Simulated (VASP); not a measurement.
The system is Cd3Pd.

```
Cd Pd
1.0
     4.20848    0.00000    0.00000
     0.00000    4.20848    0.00000
     0.00000    0.00000    4.20848
Cd Pd
3 1
Direct
  0.00000 0.50000 0.50000
  0.50000 0.00000 0.50000
  0.50000 0.50000 0.00000
  0.00000 0.00000 0.00000
```

| Property | Result |
| --- | --- |
| Program | VASP 6.6.1 |
| Task | relaxation of volume and atoms at fixed shape |
| Functional | LDA |
| Potentials or basis | VASP PAW LDA potentials, release 64 (Cd_sv_GW, Pd_sv_GW) |
| Cutoff | 630 eV |
| k mesh | 5 × 5 × 5 |
| Occupations | gaussian, width 0.1 eV |
| Spin | no spin polarisation |

At the start: pressure -7.1 GPa; volume 18.63 Å³/atom.

Q: Where does the relaxation end?

A: Over 3 steps the energy falls by 29.6 meV/atom and the volume is 17.39 Å³/atom (-6.7 %); space group Pm-3m (No. 221, to 0.1 Å) before and after.

Step by step:
```csv
step,energy change (eV),largest force (eV/Å),pressure (GPa),volume (Å³)
1,0.0000,0.0000,-7.08,74.54
2,-0.0427,0.0000,7.21,66.00
3,-0.1182,0.0000,-0.05,69.57
```

Final structure:
```xyz
4
Lattice="4.1129 0.0000 0.0000 0.0000 4.1129 0.0000 0.0000 0.0000 4.1129" Properties=species:S:1:pos:R:3 pbc="T T T"
Cd    0.0000    2.0564    2.0564
Cd    2.0564    0.0000    2.0564
Cd    2.0564    2.0564    0.0000
Pd    0.0000    0.0000    0.0000
```
